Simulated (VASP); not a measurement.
# W (Pm-3n) in VASP: further runs

Aim: see how the results for W move with the level of theory and the settings. Levels: PBEsol+D3(BJ), PBEsol+D4, PBEsol. Tasks: single point, relaxation of cell and atoms.

Everything below comes from runs of VASP 6.6.1. Logs are shortened: lines on timing, memory, paths and dates and some standing lists are left out, and cuts for length are marked.

## Step 1: The cell of the first run

The structure is cubic, space group Pm-3n (No. 223). Conventional cell: a = 5.000 Å, b = 5.000 Å, c = 5.000 Å, α = 90.00°, β = 90.00°, γ = 90.00°. W (site symmetry -4m2) has 14 W at 2.50 to 3.06 Å within 3.3 Å. Within 3.7 Å of W (site symmetry m-3) lie 12 W at 2.79 Å.

## Step 2: Single point, PBEsol+D3(BJ)

Contents of INCAR:

```
  PREC = Accurate
  ENCUT = 520
  EDIFF = 1E-6
  ISMEAR = -1
  SIGMA = 0.05
  LREAL = False
  LASPH = True
  NELM = 80
  ALGO = Normal
  ISIF = 2
  LWAVE = False
  LCHARG = True
  GGA = PS
  IVDW = 12
  LELF = True
  LVHAR = True
  NBANDS = 66
```

Contents of KPOINTS:

```
regular mesh
0
Gamma
  5 5 5
```

Contents of POSCAR:

```
W
1.0
    4.9998302556      0.0000000000      0.0000000000
    0.0000000000      4.9998302556      0.0000000000
    0.0000000000      0.0000000000      4.9998302556
W
8
Direct
    0.5000000000      0.2500000000      0.0000000000
    0.5000000000      0.7500000000      0.0000000000
    0.7500000000      0.0000000000      0.5000000000
    0.2500000000      0.0000000000      0.5000000000
    0.0000000000      0.5000000000      0.7500000000
    0.0000000000      0.5000000000      0.2500000000
    0.5000000000      0.5000000000      0.5000000000
    0.0000000000      0.0000000000      0.0000000000
```

Potentials or basis: VASP PAW PBE potentials, release 64 (W_sv).

Launch:

```bash
cat potpaw_PBE.64/W_sv/POTCAR > POTCAR
mpirun -np 1 vasp_std > vasp.out
```

OUTCAR:

```text
PREC = Accurate
   ENCUT = 520
   EDIFF = 1E-6
   ISMEAR = -1
   LREAL = False
   LASPH = True
   NELM = 80
   ISIF = 2
   GGA = PS
   IVDW = 12
 IVDW          = 12

 ion  position               nearest neighbor table
   1  0.500  0.250  0.000-   2 2.50   2 2.50   8 2.79   7 2.79   7 2.79   8 2.79   4 3.06   3 3.06
                             4 3.06   5 3.06   6 3.06   5 3.06   6 3.06   3 3.06
   2  0.500  0.750  0.000-   1 2.50   1 2.50   8 2.79   7 2.79   7 2.79   8 2.79   4 3.06   3 3.06
                             4 3.06   5 3.06   6 3.06   5 3.06   6 3.06   3 3.06
   3  0.750  0.000  0.500-   4 2.50   4 2.50   8 2.79   8 2.79   7 2.79   7 2.79   1 3.06   1 3.06
                             2 3.06   5 3.06   5 3.06   6 3.06   6 3.06   2 3.06
   4  0.250  0.000  0.500-   3 2.50   3 2.50   8 2.79   8 2.79   7 2.79   7 2.79   1 3.06   1 3.06
                             2 3.06   5 3.06   5 3.06   6 3.06   6 3.06   2 3.06
   5  0.000  0.500  0.750-   6 2.50   6 2.50   8 2.79   7 2.79   8 2.79   7 2.79   3 3.06   4 3.06
                             3 3.06   4 3.06   1 3.06   1 3.06   2 3.06   2 3.06
   6  0.000  0.500  0.250-   5 2.50   5 2.50   8 2.79   7 2.79   8 2.79   7 2.79   3 3.06   4 3.06
                             3 3.06   4 3.06   1 3.06   1 3.06   2 3.06   2 3.06
   7  0.500  0.500  0.500-   1 2.79   2 2.79   3 2.79   4 2.79   5 2.79   6 2.79   1 2.79   2 2.79
                             3 2.79   4 2.79   5 2.79   6 2.79
   8  0.000  0.000  0.000-   1 2.79   2 2.79   3 2.79   4 2.79   5 2.79   6 2.79   3 2.79   4 2.79
                             5 2.79   6 2.79   1 2.79   2 2.79

  LATTYP: Found a simple cubic cell.
 ALAT       =     4.9998302556

  Lattice vectors:

 A1 = (   4.9998302556,   0.0000000000,   0.0000000000)
 A2 = (   0.0000000000,   4.9998302556,   0.0000000000)
 A3 = (   0.0000000000,   0.0000000000,   4.9998302556)

Analysis of symmetry for initial positions (statically):
=====================================================================
 Subroutine PRICEL returns:
 Original cell was already a primitive cell.

 Routine SETGRP: Setting up the symmetry group for a
 simple cubic supercell.

 Subroutine GETGRP returns: Found 48 space group operations
 (whereof 24 operations were pure point group operations)
 out of a pool of 48 trial point group operations.

The static configuration has the point symmetry T_h .
 The point group associated with its full space group is O_h .

Analysis of symmetry for dynamics (positions and initial velocities):
=====================================================================
 Subroutine PRICEL returns:
 Original cell was already a primitive cell.

 Routine SETGRP: Setting up the symmetry group for a
 simple cubic supercell.

 Subroutine GETGRP returns: Found 48 space group operations
 (whereof 24 operations were pure point group operations)
 out of a pool of 48 trial point group operations.

The dynamic configuration has the point symmetry T_h .
 The point group associated with its full space group is O_h .

 Subroutine INISYM returns: Found 48 space group operations
 (whereof 24 operations are pure point group operations),
 and found     1 'primitive' translations

----------------------------------------------------------------------------------------

                                     Primitive cell

  volume of cell :     124.9873

  direct lattice vectors                    reciprocal lattice vectors
     4.999830256  0.000000000  0.000000000     0.200006790  0.000000000  0.000000000
     0.000000000  4.999830256  0.000000000     0.000000000  0.200006790  0.000000000
     0.000000000  0.000000000  4.999830256     0.000000000  0.000000000  0.200006790

  length of vectors
     4.999830256  4.999830256  4.999830256     0.200006790  0.200006790  0.200006790

  position of ions in fractional coordinates (direct lattice)
     0.500000000  0.250000000  0.000000000
     0.500000000  0.750000000  0.000000000
     0.750000000  0.000000000  0.500000000
     0.250000000  0.000000000  0.500000000
     0.000000000  0.500000000  0.750000000
     0.000000000  0.500000000  0.250000000
     0.500000000  0.500000000  0.500000000
     0.000000000  0.000000000  0.000000000

  ion indices of the primitive-cell ions
   primitive index   ion index
                 1           1
                 2           2
                 3           3
                 4           4
                 5           5
                 6           6
                 7           7
                 8           8

----------------------------------------------------------------------------------------

 KPOINTS: regular mesh

Automatic generation of k-mesh.
 Grid dimensions read from file:
 generate k-points for:    5    5    5

 Generating k-lattice:

  Cartesian coordinates                     Fractional coordinates (reciprocal lattice)
     0.040001358  0.000000000  0.000000000     0.200000000  0.000000000  0.000000000
     0.000000000  0.040001358  0.000000000     0.000000000  0.200000000  0.000000000
     0.000000000  0.000000000  0.040001358     0.000000000  0.000000000  0.200000000

  Length of vectors
     0.040001358  0.040001358  0.040001358

  Shift w.r.t. Gamma in fractional coordinates (k-lattice)
     0.000000000  0.000000000  0.000000000

 Subroutine IBZKPT returns following result:
 ===========================================

 Found     10 irreducible k-points:

 Following reciprocal coordinates:
            Coordinates               Weight
  0.000000  0.000000  0.000000      1.000000
  0.200000  0.000000  0.000000      6.000000
  0.400000  0.000000  0.000000      6.000000
  0.200000  0.200000  0.000000     12.000000
  0.400000  0.200000  0.000000     24.000000
  0.400000  0.400000  0.000000     12.000000
  0.200000  0.200000  0.200000      8.000000
  0.400000  0.200000  0.200000     24.000000
  0.400000  0.400000  0.200000     24.000000
  0.400000  0.400000  0.400000      8.000000
   k-points           NKPTS =     10   k-points in BZ     NKDIM =     10   number of bands    NBANDS=     66
   number of dos      NEDOS =    301   number of ions     NIONS =      8
   total plane-waves  NPLWV =  64000
   dimension x,y,z NGX =    40 NGY =   40 NGZ =   40
   dimension x,y,z NGXF=    80 NGYF=   80 NGZF=   80
   ions per type =               8
   NGX,Y,Z   is equivalent  to a cutoff of  13.30, 13.30, 13.30 a.u.
   NGXF,Y,Z  is equivalent  to a cutoff of  26.60, 26.60, 26.60 a.u.
 SYSTEM =  unknown system
   PREC   = accura    normal or accurate (medium, high low for compatibility)
   ISTART =      0    job   : 0-new  1-cont  2-samecut
   ICHARG =      2    charge: 1-file 2-atom 10-const
   ISPIN  =      1    spin polarized calculation?
   LNONCOLLINEAR =      F non collinear calculations
   LSORBIT =      F    spin-orbit coupling
   LASPH  =      T    aspherical Exc in radial PAW
   ENCUT  =  520.0 eV  38.22 Ry    6.18 a.u.   9.30  9.30  9.30*2*pi/ulx,y,z
   NELM   =     80;   NELMIN=  2; NELMDL= -5     # of ELM steps
   EDIFF  = 0.1E-05   stopping-criterion for ELM
   LREAL  =      F    real-space projection
   EDIFFG = 0.1E-04   stopping-criterion for IOM
   NSW    =      0    number of steps for IOM
   IBRION =     -1    ionic relax: 0-MD 1-quasi-New 2-CG
   NFREE  =      0    steps in history (QN), initial steepest desc. (CG)
   ISIF   =      2    stress and relaxation
   ISYM   =      2    0-nonsym 1-usesym 2-fastsym
   POTIM  = 0.5000    time-step for ionic-motion
   TEBEG  =    0.0;   TEEND  =   0.0 temperature during run
   PSTRESS=    0.0 pullay stress
   NELECT =     112.0000    total number of electrons
   NUPDOWN=      -1.0000    fix difference up-down
   EMIN   =  10.00;   EMAX   =-10.00  energy-range for DOS
   EFERMI =   0.00;   METHOD = LEGACY
   ISMEAR =    -1;   SIGMA  =   0.05  broadening in eV -4-tet -1-fermi 0-gaus
   EFERMI_NEDOS =   21; number of points for ismear=-14 and -15
   IALGO  =     38    algorithm
   IMIX   =      4    mixing-type and parameters
     AMIX     =   0.40;   BMIX     =  1.00
     AMIX_MAG =   1.60;   BMIX_MAG =  1.00
  volume/ion in A,a.u.               =      15.62       105.43
  Fermi-wavevector in a.u.,A,eV,Ry     =   1.578310  2.982573 33.892952  2.491062
  Thomas-Fermi vector in A             =   2.678860
   LORBIT       =      0    0 simple, 1 ext, 2 COOP (PROOUT), +10 PAW based schemes
   GGA     = PS    functional components
   LHFCALC =     F    Hartree Fock is set to
   AEXX    =    0.0000 exact exchange contribution
   IVDW    =    12    specifies the selected vdW correction
   LEPSILON=     F    determine dielectric tensor
   LRPA    =     F    only Hartree local field effects (RPA)
 non-spin polarized calculation
  energy-cutoff  :      520.00
  volume of cell :      124.99
 maximum number of plane-waves:      3407
 NGX is ok and might be reduce to    40
   NGX = 19   NGY = 19   NGZ = 19

 number of electron     111.9999970 magnetization

 Free energy of the ion-electron system (eV)
  ---------------------------------------------------
  ext. energy  EPLUGINS =         0.00000000
  ---------------------------------------------------
  free energy    TOTEN  =      -109.62556313 eV

  energy without entropy =     -109.60603888  energy(sigma->0) =     -109.61580100

 E-fermi :  11.2131     XC(G=0): -13.8273

 val. band max:       11.1131357507   @ k =   0.2000   0.0000   0.0000
 cond. band min:      11.2497297610   @ k =   0.4000   0.0000   0.0000
 fundamental gap:      0.1365940103
 Fermi energy:        11.2131437261

 k-point     1 :       0.0000    0.0000    0.0000
  band No.  band energies     occupation
      1     -62.6852      2.00000
      2     -62.6285      2.00000
      3     -62.6285      2.00000
      4     -62.4665      2.00000
      5     -62.4665      2.00000
      6     -62.4665      2.00000
[... 58 lines left out ...]
     65      13.1503      0.00000
     66      14.3483      0.00000

 k-point     2 :       0.2000    0.0000    0.0000
  band No.  band energies     occupation
      1     -62.6757      2.00000
      2     -62.6315      2.00000
      3     -62.6166      2.00000
      4     -62.4841      2.00000
      5     -62.4665      2.00000
      6     -62.4665      2.00000
[... 58 lines left out ...]
     65      13.9572      0.00000
     66      14.0831      0.00000

 k-point     3 :       0.4000    0.0000    0.0000
  band No.  band energies     occupation
      1     -62.6570      2.00000
      2     -62.6410      2.00000
      3     -62.5803      2.00000
      4     -62.5287      2.00000
      5     -62.4665      2.00000
      6     -62.4665      2.00000
[... 58 lines left out ...]
     65      14.1250      0.00000
     66      14.1423      0.00000

 k-point     4 :       0.2000    0.2000    0.0000
  band No.  band energies     occupation
      1     -62.6663      2.00000
      2     -62.6260      2.00000
      3     -62.6134      2.00000
      4     -62.4845      2.00000
      5     -62.4834      2.00000
      6     -62.4665      2.00000
[... 58 lines left out ...]
     65      14.2456      0.00000
     66      14.2828      0.00000

 k-point     5 :       0.4000    0.2000    0.0000
  band No.  band energies     occupation
      1     -62.6500      2.00000
      2     -62.6296      2.00000
      3     -62.5803      2.00000
      4     -62.5286      2.00000
      5     -62.4838      2.00000
      6     -62.4665      2.00000
[... 58 lines left out ...]
     65      13.5873      0.00000
     66      14.5465      0.00000

 k-point     6 :       0.4000    0.4000    0.0000
  band No.  band energies     occupation
      1     -62.6439      2.00000
      2     -62.5946      2.00000
      3     -62.5753      2.00000
      4     -62.5327      2.00000
      5     -62.5238      2.00000
      6     -62.4665      2.00000
[... 58 lines left out ...]
     65      13.8036      0.00000
     66      14.2329      0.00000

 k-point     7 :       0.2000    0.2000    0.2000
  band No.  band energies     occupation
      1     -62.6558      2.00000
      2     -62.6158      2.00000
      3     -62.6158      2.00000
      4     -62.4843      2.00000
      5     -62.4843      2.00000
      6     -62.4830      2.00000
[... 58 lines left out ...]
     65      13.5310      0.00000
     66      14.9044      0.00000

 k-point     8 :       0.4000    0.2000    0.2000
  band No.  band energies     occupation
      1     -62.6373      2.00000
      2     -62.6236      2.00000
      3     -62.5805      2.00000
      4     -62.5285      2.00000
      5     -62.4838      2.00000
      6     -62.4835      2.00000
[... 58 lines left out ...]
     65      13.8673      0.00000
     66      14.2652      0.00000

 k-point     9 :       0.4000    0.4000    0.2000
  band No.  band energies     occupation
      1     -62.6274      2.00000
      2     -62.5917      2.00000
      3     -62.5760      2.00000
      4     -62.5315      2.00000
      5     -62.5247      2.00000
      6     -62.4835      2.00000
[... 58 lines left out ...]
     65      13.8347      0.00000
     66      13.8934      0.00000

 k-point    10 :       0.4000    0.4000    0.4000
  band No.  band energies     occupation
      1     -62.5891      2.00000
      2     -62.5795      2.00000
      3     -62.5795      2.00000
      4     -62.5290      2.00000
      5     -62.5290      2.00000
      6     -62.5255      2.00000
[... 58 lines left out ...]
     65      13.9526      0.00000
     66      13.9832      0.00000

------------------------ aborting loop because EDIFF is reached ----------------------------------------

 Edisp (eV)   -6.03592

 E8    (eV) :    -4.4252

  FORCE on cell =-STRESS in cart. coord.  units (eV):
  Direction    XX          YY          ZZ          XY          YZ          ZX
  --------------------------------------------------------------------------------------
  -------------------------------------------------------------------------------------
  Total      -0.57211    -0.57211    -0.57211    -0.00000     0.00000     0.00000
  in kB      -7.33376    -7.33376    -7.33376    -0.00000     0.00000     0.00000
  external pressure =       -7.33 kB  Pullay stress =        0.00 kB

 VOLUME and BASIS-vectors are now :
 -----------------------------------------------------------------------------
  energy-cutoff  :      520.00
  volume of cell :      124.99
      direct lattice vectors                 reciprocal lattice vectors
     4.999830256  0.000000000  0.000000000     0.200006790  0.000000000  0.000000000
     0.000000000  4.999830256  0.000000000     0.000000000  0.200006790  0.000000000
     0.000000000  0.000000000  4.999830256     0.000000000  0.000000000  0.200006790

 POSITION                                       TOTAL-FORCE (eV/Angst)
 -----------------------------------------------------------------------------------
      2.49992      1.24996      0.00000        -0.000000     -0.000000      0.000000
      2.49992      3.74987      0.00000        -0.000000      0.000000     -0.000000
      3.74987      0.00000      2.49992         0.000000      0.000000      0.000000
      1.24996      0.00000      2.49992        -0.000000      0.000000      0.000000
      0.00000      2.49992      3.74987        -0.000000      0.000000     -0.000000
      0.00000      2.49992      1.24996         0.000000     -0.000000      0.000000
      2.49992      2.49992      2.49992         0.000000     -0.000000      0.000000
      0.00000      0.00000      0.00000         0.000000     -0.000000      0.000000
 -----------------------------------------------------------------------------------
    total drift:                               -0.000000     -0.000000      0.000000

  FREE ENERGIE OF THE ION-ELECTRON SYSTEM (eV)
  ---------------------------------------------------
  free  energy   TOTEN  =      -115.6614806686 eV

  energy  without entropy=     -115.6419564166  energy(sigma->0) =     -115.65171854
```

Wall time 38 s (1 thread of Intel Xeon 6975P-C (Granite Rapids), shared host); peak memory 0.26 GiB.

Results:

```
Free energy                : -115.6615 eV
Pressure                   : -0.7 GPa
Band gap on the k mesh     : zero (bands 56 and 57 overlap by 0.60 eV)
Dispersion energy per atom : -0.754 eV
```

Caveat: three body term missing; the PAW data sets were made with another functional, which shifts forces and pressure a little; spin-orbit coupling is left out, which moves the levels of the heavy elements.

## Step 3: Single point, PBEsol+D4

This run uses another cell than the first one, of 15.73 Å³/atom.

Contents of INCAR:

```
PREC     = Accurate       # precision mode
ENCUT    = 520            # plane-wave cutoff, eV
EDIFF    = 1E-7           # SCF threshold, eV
ISMEAR   = -1             # smearing method
SIGMA    = 0.05           # smearing width, eV
LREAL    = F              # projectors in reciprocal space
LASPH    = T              # aspherical terms in the spheres
NELM     = 60             # most SCF steps
ALGO     = Normal         # electronic algorithm
ISIF     = 2              # what is computed and relaxed
LWAVE    = F              # write WAVECAR
LCHARG   = T              # write CHGCAR
GGA      = PS             # functional
IVDW     = 13             # dispersion correction
LELF     = T              # ELF
LVHAR    = T            
NBANDS   = 66             # bands
```

KPOINTS is that of step 2.

POSCAR: that of step 2 with these lines changed.

```diff
@@ -2,5 +2,5 @@
 1.0
-    4.9998302556      0.0000000000      0.0000000000
-    0.0000000000      4.9998302556      0.0000000000
-    0.0000000000      0.0000000000      4.9998302556
+    5.0110365910      0.0000000000      0.0000000000
+    0.0000000000      5.0110365910      0.0000000000
+    0.0000000000      0.0000000000      5.0110365910
 W
```

Potentials or basis: VASP PAW PBE potentials, release 64 (W_sv).

Launch:

```bash
cat potpaw_PBE.64/W_sv/POTCAR > POTCAR
mpirun -np 1 vasp_std > vasp.out
```

Wall time 49 s (1 thread of Intel Xeon 6975P-C (Granite Rapids), shared host); peak memory 0.25 GiB.

Results (log left out):

```
Free energy                : -113.0468 eV
Pressure                   : 0.8 GPa
Band gap on the k mesh     : zero (bands 56 and 57 overlap by 0.59 eV)
Dispersion energy per atom : -0.424 eV
```

Levels at points of the mesh, in eV from the Fermi level:
```
           k point  band 54  band 55  band 56  band 57  band 58  band 59
(0.00, 0.00, 0.00)    -1.49    -0.48    -0.48    -0.48     1.71     1.71
```

Caveat: the PAW data sets were made with another functional, which shifts forces and pressure a little; spin-orbit coupling is left out, which moves the levels of the heavy elements.

(Continued in part 2 of 2.)

The gap in the log of VASP goes by the Fermi energy; the results here count the filled bands.